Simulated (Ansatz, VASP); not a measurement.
**Two plane-wave programs on InP**

```
In P
1.0
     0.00000    2.73141    2.73141
     2.73141    0.00000    2.73141
     2.73141    2.73141    0.00000
In P
1 1
Direct
  0.00000 0.00000 0.00000
  0.50000 0.50000 0.50000
```

Alike in both runs: task single point; functional PBE; k mesh 8 × 8 × 8; occupations fermi-dirac, width 0.05 eV; no spin polarisation.

```csv
,VASP,Ansatz
version,VASP 6.6.1,Ansatz 0.2.0
potentials or method,"VASP PAW PBE potentials, release 64 (In_d, P)",Ansatz PAW soft_1
plane-wave cutoff (eV),500,420
valence electrons in the cell,18,18
```

Ansatz gave:

| Item | Value |
| --- | --- |
| gap on the k mesh at the Fermi level (eV) | none |
| pressure (GPa) | 3.3 |

Q: What did VASP give for the same quantities?

A: gap on the k mesh at the Fermi level (eV): none; pressure (GPa): 3.2.

A gap of «none» marks a metal or a gap that the smearing closes.
